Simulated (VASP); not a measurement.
**Si2Ni: single point with PBE**

The system is Si2Ni.

```
CELL_PARAMETERS angstrom
0.00000 3.05708 2.16136
3.05708 0.00000 2.16136
3.05708 3.05708 0.00000
ATOMIC_POSITIONS crystal
Si 0.25000 0.25000 0.25000
Si 0.75000 0.75000 0.75000
Ni 0.00000 0.00000 0.00000
```

This cell differs from its parent crystal: ratio of the length along z to the lengths across it x 0.707, volume and fractional coordinates fixed.

```yaml
Program: VASP 6.6.1
Task: single point
Functional: PBE
Potentials_or_basis: VASP PAW PBE potentials, release 64 (Si, Ni)
Cutoff: 520 eV
k_mesh: 16 × 16 × 16
Occupations: gaussian, width 0.15 eV
Spin: no spin polarisation
Dipole_correction: no
Further_INCAR_settings: ALGO = Normal; EDIFF = 1e-06; NBANDS = 16
```

```yaml
Pressure: 10.1 GPa
Band_gap_on_the_k_mesh: zero (band 9 reaches 10.88 eV, above the bottom of band 10 at 8.40 eV)
```

Stress tensor (GPa, compression positive):
```
-10.99   0.00   0.00
  0.00 -10.99   0.00
  0.00   0.00  52.30
```

Levels at points of the mesh, in eV from the Fermi level:
| k point | band 6 | band 7 | band 8 | band 9 | band 10 | band 11 | band 12 | band 13 |
| --- | --- | --- | --- | --- | --- | --- | --- | --- |
| (0.00, 0.00, 0.00) | -2.29 | -0.37 | 0.62 | 0.62 | 1.05 | 3.37 | 3.37 | 3.99 |
| (0.50, 0.00, 0.00) | -2.30 | -2.11 | -1.98 | -1.31 | 0.39 | 1.61 | 5.08 | 6.11 |
| (0.50, 0.50, 0.00) | -2.51 | -2.51 | -2.30 | -2.17 | -1.09 | 0.52 | 8.46 | 8.46 |
| (0.50, 0.00, 0.50) | -2.86 | -2.36 | -2.09 | -0.73 | 1.14 | 3.08 | 4.21 | 5.68 |

Run time: 2.1 min on 1 thread of Intel(R) Xeon(R) Platinum 8488C (Sapphire Rapids) (shared host), peak memory 0.34 GiB.

 Spin polarisation is off, so any magnetic state and its effect on volume and gap are missing.
